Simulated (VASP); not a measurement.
The system is ScB.

```
CELL_PARAMETERS angstrom
0.00000 2.43284 2.43284
2.43284 0.00000 2.43284
2.43284 2.43284 0.00000
ATOMIC_POSITIONS crystal
Sc 0.00000 0.00000 0.00000
B 0.75000 0.75000 0.75000
```

- Program: VASP 6.6.1
- Task: relaxation of cell and atoms
- Functional: r2SCAN
- Potentials or basis: VASP PAW PBE potentials, release 64 (Sc_sv, B)
- Cutoff: 600 eV
- k mesh: 6 × 6 × 6
- Occupations: gaussian, width 0.1 eV
- Spin: no spin polarisation

At the start: pressure 33.9 GPa; volume 14.40 Å³/atom.

Question: Where does the relaxation end?

Answer: Over 3 steps the energy falls by 433.3 meV/atom and the volume is 19.48 Å³/atom (+35.3 %); space group F-43m (No. 216, to 0.05 Å).

Step by step:
| step | energy change (eV) | largest force (eV/Å) | pressure (GPa) | volume (Å³) |
| --- | --- | --- | --- | --- |
| 1 | 0.0000 | 0.0000 | 33.86 | 28.80 |
| 2 | -0.7871 | 0.0000 | -5.52 | 43.43 |
| 3 | -0.8666 | 0.0000 | 0.31 | 38.96 |

Final structure:
```
CELL_PARAMETERS angstrom
0.00000 2.69071 2.69071
2.69071 0.00000 2.69071
2.69071 2.69071 0.00000
ATOMIC_POSITIONS crystal
Sc 0.00000 0.00000 0.00000
B 0.75000 0.75000 0.75000
```

Caveat: the k points lie up to 0.34 Å⁻¹ apart in the final cell; the volume moved by over 15 % at a fixed basis, so the end points are rough; the PAW data sets were made with another functional, which shifts forces and pressure a little.
